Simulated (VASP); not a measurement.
Here is a VASP 6.6.1 calculation.

File INCAR:

```
SYSTEM = ScZn3
PREC = Accurate ; ENCUT = 520
EDIFF = 1E-6 ; ISMEAR = 0
SIGMA = 0.15 ; LREAL = .False.
LASPH = .True. ; NELM = 100
ALGO = Normal ; ISIF = 2
LWAVE = .False. ; LCHARG = .True.
LELF = .True. ; LVHAR = .True.
NBANDS = 32
```

Contents of KPOINTS:

```
Automatic mesh
0
Gamma
  6 6 6
  0 0 0
```

The input POSCAR:

```
ScZn3
1.0
    0.0000000000      3.1563880000      3.1563880000
    3.1563880000      0.0000000000      3.1563880000
    3.1563880000      3.1563880000      0.0000000000
Sc Zn
1 3
Direct
    0.0000000000      0.0000000000      0.0000000000
    0.2500000000      0.2500000000      0.2500000000
    0.7500000000      0.7500000000      0.7500000000
    0.5000000000      0.5000000000      0.5000000000
```

Potentials or basis: VASP PAW LDA potentials, release 64 (Sc_sv, Zn).

The run is started by

```sh
$ cat potpaw_LDA.64/Sc_sv/POTCAR potpaw_LDA.64/Zn/POTCAR > POTCAR
$ mpirun -np 1 vasp_std > vasp.out
```

(1) Estimate the pressure.

## Answers

(1) -5.7 GPa.
